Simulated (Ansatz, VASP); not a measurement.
# ZrZn4N: VASP beside Ansatz

```xyz
6
Lattice="4.9385 0.0000 0.0000 -2.4693 4.2769 0.0000 0.0000 0.0000 4.0479" Properties=species:S:1:pos:R:3 pbc="T T T"
Zr    0.0000    0.0000    0.0000
Zn    2.4693    1.4256    0.0000
Zn    3.7021    2.1374    2.0239
Zn    1.2365    2.1374    2.0239
Zn    2.4693    0.0021    2.0239
N     0.0000    2.8513    0.0000
```

Change from the starting cell: species swapped into the CeCo4Cu type (P-6m2, No. 187).

Alike in both runs: task relaxation of cell and atoms; functional PBE; k mesh 6 × 6 × 4; occupations gaussian, width 0.1 eV; no spin polarisation.

```csv
,VASP,Ansatz
version,VASP 6.6.1,Ansatz 0.2.0
potentials or method,"VASP PAW PBE potentials, release 64 (Zr_sv, Zn, N), cutoff 600 eV","scalar-relativistic, plane waves, PAW"
valence electrons in the cell,65,65
```

|  | VASP | Ansatz | Ansatz less VASP |
| --- | --- | --- | --- |
| gap on the k mesh at the Fermi level, each at its own relaxed structure (eV) | none | none | - |
| relaxed volume (Å³/atom) | 14.76 | 14.70 | -0.057 |
| relaxed length of the cell vector where the two differ most in proportion (Å) | 3.705 | 3.696 | -0.0098 |

A gap of «none» marks a metal or a gap that the smearing closes.

The k mesh is coarse, so the values compare programs but aren't converged.
